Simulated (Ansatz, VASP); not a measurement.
Two plane-wave programs on Co

POSCAR

```
Co
1.0
    2.3879852247      0.0000000000      0.0000000000
   -1.1939926123      2.0680558684      0.0000000000
    0.0000000000      0.0000000000      2.2312736943
Co
1
Direct
    0.0000000000      0.0000000000      0.0000000000
```

INCAR.step1

```
PREC     = Accurate       # precision mode
ENCUT    = 600            # plane-wave cutoff, eV
ISMEAR   = 0              # smearing method
SIGMA    = 0.1            # smearing width, eV
LREAL    = F              # projectors in reciprocal space
LASPH    = T              # aspherical terms in the spheres
NELM     = 150            # most SCF steps
ISPIN    = 2              # spin polarisation
MAGMOM   = 2.18           # initial moments
LMAXMIX  = 4              # l up to which the mixer works
GGA      = PE             # functional
ALGO     = Normal         # electronic algorithm
EDIFF    = 1E-4           # SCF threshold, eV
LWAVE    = T              # write WAVECAR
LCHARG   = F              # write CHGCAR
```

Contents of INCAR.step2:

```
PREC     = Accurate       # precision mode
ENCUT    = 600            # plane-wave cutoff, eV
EDIFF    = 1E-6           # SCF threshold, eV
ISMEAR   = 0              # smearing method
SIGMA    = 0.1            # smearing width, eV
LREAL    = F              # projectors in reciprocal space
LASPH    = T              # aspherical terms in the spheres
NELM     = 150            # most SCF steps
ALGO     = Normal         # electronic algorithm
ISIF     = 3              # what is computed and relaxed
LWAVE    = F              # write WAVECAR
LCHARG   = F              # write CHGCAR
ISPIN    = 2              # spin polarisation
MAGMOM   = 2.18           # initial moments
LORBIT   = 11             # projections on sites
LMAXMIX  = 4              # l up to which the mixer works
METAGGA  = R2SCAN         # meta-GGA
LMIXTAU  = T            
IBRION   = 2              # ionic algorithm
NSW      = 90             # ionic steps
EDIFFG   = -0.04          # ionic threshold
ISTART   = 1
```

The input KPOINTS:

```
regular mesh
0
Gamma
  9 9 8
```

Input for Ansatz:

```yaml
crystal:
  lattice:
    - [2.3879852247, 0.0, 0.0]
    - [-1.1939926123, 2.0680558684, 0.0]
    - [0.0, 0.0, 2.2312736943]
  atoms:
    - { symbol: Co, position: [0.0, 0.0, 0.0], spin: 2.18 }
basis:
  ecutwfc: 500
kpoints:
  mp_grid: { grid: [9, 9, 8] }
hamiltonian:
  xc: r2scan
scf:
  occupations: { method: gaussian, width: 0.1 }
  lower_state_search: "off"
output:
  forces: true
  stress: true
  eigenvalues: true
  populations: true
magnetization:
  spin_polarized: true
relax:
  adjacent_minimum: "off"
  f_tol: 0.04
  max_steps: 70
  cell: { stress_tol: 0.4 }
```

Alike in both runs: task relaxation of cell and atoms; functional r2SCAN; k mesh 9 × 9 × 8; occupations gaussian, width 0.1 eV; collinear spin.

```csv
,VASP,Ansatz
version,VASP 6.6.1,Ansatz 0.2.0
potentials or method,"VASP PAW PBE potentials, release 64 (Co), cutoff 600 eV","scalar-relativistic, plane waves, PAW"
valence electrons in the cell,9,17
```

Ansatz gave:

```
gap on the k mesh at the Fermi level, each at its own relaxed structure (eV) : none
net moment per atom (μB)                                                     : 1.95
size of the moment on the site where the two differ most (μB)                : 2.02
relaxed volume (Å³/atom)                                                     : 11.85
relaxed cell length with the largest relative difference (Å)                 : 2.313
```

**Question.** Which values does VASP return?

**Answer.** gap on the k mesh at the Fermi level, each at its own relaxed structure (eV): none; net moment per atom (μB): 1.93; size of the moment on the site where the two differ most (μB): 1.98; relaxed volume (Å³/atom): 11.82; relaxed cell length with the largest relative difference (Å): 2.308.

VASP's potentials were made for PBE, not for r2SCAN. Site moments also hang on the region over which each program counts them. A gap of «none» marks a metal or a gap that the smearing closes. VASP's potentials hold 9 valence electrons a cell and Ansatz's 17, so a difference there can come from the potentials and not from the codes.
